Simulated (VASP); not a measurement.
Runs of VASP 6.6.1 on Ga. The structure is that of space group Cmcm (No. 63), or close to it. The cells are those of the table. 

```csv
cell,further INCAR settings,gap on the mesh (eV),pressure (GPa),largest force (eV/Å)
"a = 4.359, b = 4.359, c = 3.170 Å, angles 90.0, 90.0, 140.7°, 2 atoms",ALGO = Fast; EDIFF = 1e-07; NBANDS = 20,none,-2.7,0.19
"a = 4.337, b = 4.337, c = 3.170 Å, angles 90.0, 90.0, 140.7°, 2 atoms",ALGO = Fast; EDIFF = 1e-06; NBANDS = 20,none,-2.4,0.20
"a = 4.273, b = 4.273, c = 3.170 Å, angles 90.0, 90.0, 140.7°, 2 atoms",ALGO = Fast; EDIFF = 1e-07; NBANDS = 20,none,(a),0.21
"a = 4.251, b = 4.251, c = 3.170 Å, angles 90.0, 90.0, 140.7°, 2 atoms",ALGO = Fast; EDIFF = 1e-07; NBANDS = 20,none,(b),0.21
"a = 4.230, b = 4.230, c = 3.170 Å, angles 90.0, 90.0, 140.7°, 2 atoms",ALGO = Fast; EDIFF = 1e-06; NBANDS = 20,none,0.2,0.21
```

Alike in all rows: task single point; level PBEsol; potentials or basis VASP PAW PBE potentials, release 64 (Ga_d); no spin polarisation; k mesh 18 × 18 × 16; cutoff (eV) 520; smearing gaussian 0.15 eV.

Problem. Fill in the values left out.

Solution. (a) -0.8; (b) -0.3.

Caveats: the PAW data sets were made with another functional, which shifts forces and pressure a little.

A k mesh can miss the band edges, and the runs leave out spin-orbit coupling on Ga.

A gap of «none» marks levels without a gap at the run's occupations.
